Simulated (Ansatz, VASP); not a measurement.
# Nb: VASP beside Ansatz

The input INCAR:

```
ALGO = Normal
EDIFF = 1E-6
EDIFFG = -0.01
ENCUT = 600
GGA = RP
IBRION = 2
ISIF = 3
ISMEAR = -1
LASPH = T
LCHARG = F
LREAL = F
LWAVE = F
NELM = 60
NSW = 80
PREC = Accurate
SIGMA = 0.1
```

Contents of KPOINTS:

```
k-points
0
Gamma
  5 5 5
```

POSCAR

```
Nb
1.0
    5.2390584319      0.0000000000      0.0000000000
    0.0000000000      5.2390584319      0.0000000000
    0.0000000000      0.0000000000      5.2390584319
Nb
8
Direct
    0.0000000000      0.0000000000      0.0000000000
    0.5000000000      0.5000000000      0.5000000000
    0.2500000000      0.0000000000      0.5000000000
    0.7500000000      0.0000000000      0.5000000000
    0.5000000000      0.2500000000      0.0000000000
    0.5000000000      0.7500000000      0.0000000000
    0.0000000000      0.5000000000      0.2500000000
    0.0000000000      0.5000000000      0.7500000000
```

Input for Ansatz:

```yaml
crystal:
  lattice:
    - [5.2390584319, 0.0, 0.0]
    - [0.0, 5.2390584319, 0.0]
    - [0.0, 0.0, 5.2390584319]
  atoms:
    - { symbol: Nb, position: [0.0, 0.0, 0.0] }
    - { symbol: Nb, position: [0.5, 0.5, 0.5] }
    - { symbol: Nb, position: [0.25, 0.0, 0.5] }
    - { symbol: Nb, position: [0.75, 0.0, 0.5] }
    - { symbol: Nb, position: [0.5, 0.25, 0.0] }
    - { symbol: Nb, position: [0.5, 0.75, 0.0] }
    - { symbol: Nb, position: [0.0, 0.5, 0.25] }
    - { symbol: Nb, position: [0.0, 0.5, 0.75] }
hamiltonian:
  xc: rpbe
  pseudopotentials:
    kind: paw
    azcp:
      Nb: "pseudopotentials/Nb.paw.azcp"
basis:
  ecutwfc: 420
  fft_grid_basis: typed
kpoints:
  mp_grid: { grid: [5, 5, 5], shift: [0, 0, 0] }
magnetization:
  spin_polarized: false
scf:
  occupations: { method: fermi_dirac, width: 0.1 }
relax:
  max_steps: 60
  f_tol: 0.01
  cell: {}
```

Alike in both runs: task relaxation of cell and atoms; functional RPBE; k mesh 5 × 5 × 5; occupations fermi-dirac, width 0.1 eV; no spin polarisation.

|  | VASP | Ansatz |
| --- | --- | --- |
| version | VASP 6.6.1 | Ansatz 0.2.0 |
| potentials or method | VASP PAW PBE potentials, release 64 (Nb_sv), cutoff 600 eV | plane waves (420 eV) with PAW, scalar-relativistic |
| valence electrons in the cell | 104 | 104 |

```csv
,VASP,Ansatz,Ansatz less VASP
relaxed volume (Å³/atom),18.89,18.93,+0.036
relaxed length of the cell vector where the two differ most in proportion (Å),5.326,5.330,+0.0034
```

VASP's potentials were made for PBE, not for RPBE.
